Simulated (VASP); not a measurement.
Na2S, 3 atoms in the cell. It takes space group Fm-3m (No. 225, cubic). Conventional cell: a = 6.152 Å, b = 6.152 Å, c = 6.152 Å, α = 90.00°, β = 90.00°, γ = 90.00°. Within 3.5 Å of S (site symmetry m-3m) lie 8 Na at 2.66 Å. Within 3.5 Å of Na (site symmetry -43m) lie 4 S at 2.66 Å and 6 Na at 3.08 Å. 

| Item | Value |
| --- | --- |
| Program | VASP 6.6.1 |
| Task | relaxation of cell and atoms |
| Functional | PBE |
| Potentials or basis | VASP PAW PBE potentials, release 64 (S, Na_pv) |
| Cutoff | 500 eV |
| k mesh | 6 × 6 × 6 |
| Occupations | fermi-dirac, width 0.02 eV |
| Spin | no spin polarisation |
| Dipole correction | no |
| Further INCAR settings | ALGO = Normal; EDIFF = 1e-07; IBRION = 2; EDIFFG = -0.005; NSW = 80; ISIF = 3 |

Potentials or basis: VASP PAW PBE potentials, release 64 (S, Na_pv).

The run is started by

```sh
$ cat potpaw_PBE.64/S/POTCAR potpaw_PBE.64/Na_pv/POTCAR > POTCAR
$ mpirun -np 1 vasp_std > vasp.out
```

Hardware: 1 thread of AMD EPYC 7R43 64-Core Processor (Zen 3) (shared host).

Problem. How long does it take, and how much memory?

Solution. It took 54 s on 1 thread of AMD EPYC 7R43 64-Core Processor (Zen 3), with other jobs on the host, peak memory 0.14 GiB. Counts: scf iterations 43, k points 16, ion steps 4.
